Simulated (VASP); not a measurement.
# C: single point with PBE

Crystal: C.

```
C
1.0
     4.26182   -0.00463   -0.03039
    -0.00463    4.30210    0.01177
    -0.00916    0.00355    1.26640
C
1
Direct
  0.49600 0.49972 0.54970
```

This cell differs from its parent crystal: the cell strained at random.

```json
{"Program": "VASP 6.6.1", "Task": "single point", "Functional": "PBE", "Potentials or basis": "VASP PAW PBE potentials, release 64 (C)", "Cutoff": "520 eV", "k mesh": "6 × 6 × 20", "Occupations": "fermi-dirac, width 0.05 eV", "Spin": "no spin polarisation"}
```

```yaml
Pressure: 3.8 GPa
Band_gap_on_the_k_mesh: zero (band 2 reaches 7.88 eV, above the bottom of band 3 at -7.33 eV)
```

Stress tensor (GPa, compression positive):
```
-0.44  0.00 -0.09
 0.00 -0.42  0.03
-0.09  0.03 12.19
```

Levels at points of the mesh, in eV from the Fermi level:
```csv
k point,band 1,band 2,band 3,band 4,band 5,band 6
"(0.00, 0.00, 0.00)",-16.43,-5.31,-5.29,3.72,8.06,12.48
"(0.50, 0.00, 0.00)",-16.40,-5.68,-5.27,6.16,6.18,10.19
"(0.00, 0.50, 0.00)",-16.40,-5.67,-5.26,6.11,6.17,10.31
"(0.50, 0.50, 0.00)",-16.37,-5.61,-5.60,5.85,8.62,8.67
"(0.00, 0.00, 0.50)",-9.17,9.13,11.64,11.64,23.89,23.92
"(0.50, 0.00, 0.50)",-9.17,9.19,11.54,11.65,22.55,24.05
"(0.00, 0.50, 0.50)",-9.17,9.19,11.54,11.65,22.56,24.07
"(0.50, 0.50, 0.50)",-9.17,9.24,11.55,11.56,22.85,22.88
```

Run time: 22 s on 1 thread of Intel(R) Xeon(R) Platinum 8259CL CPU @ 2.50GHz (Skylake/Cascade Lake), on a shared host, peak memory 0.17 GiB.

Caveat: the cell differs from its parent crystal (the cell strained at random).
